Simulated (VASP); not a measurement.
**AlAs (l.bA): single point with LDA**

AlAs (l.bA):

```
Al As
1.0
     0.00000    2.81438    2.81438
     2.81438    0.00000    2.81438
     2.81438    2.81438    0.00000
Al As
1 1
Direct
  0.00000 0.00000 0.00000
  0.25000 0.25000 0.25000
```

```
Program                : VASP 6.6.1
Task                   : single point
Functional             : LDA
Potentials or basis    : VASP PAW LDA potentials, release 64 (Al, As)
Cutoff                 : 500 eV
k mesh                 : 8 × 8 × 8
Occupations            : gaussian, width 0.02 eV
Spin                   : no spin polarisation
Dipole correction      : no
Further INCAR settings : ALGO = Normal; EDIFF = 1e-06; NBANDS = 11
```

```yaml
Pressure: 0.4 GPa
Band_gap_on_the_k_mesh: 1.31 eV, indirect (least direct gap 2.02 eV)
```

Levels at points of the mesh, in eV from the valence-band top:
| k point | band 2 | band 3 | band 4 | band 5 | band 6 | band 7 |
| --- | --- | --- | --- | --- | --- | --- |
| (0.00, 0.00, 0.00) | 0.00 | 0.00 | 0.00 | 2.02 | 4.27 | 4.27 |
| (0.50, 0.00, 0.00) | -5.67 | -0.84 | -0.84 | 2.09 | 4.65 | 4.65 |
| (0.50, 0.50, 0.00) | -5.51 | -2.22 | -2.22 | 1.31 | 2.20 | 10.33 |

Wall time 22 s on 1 thread of AMD EPYC 7R13 (shared host), peak memory 0.12 GiB.

A k mesh can miss the band edges. As with any semilocal functional, this LDA gap is likely too small.
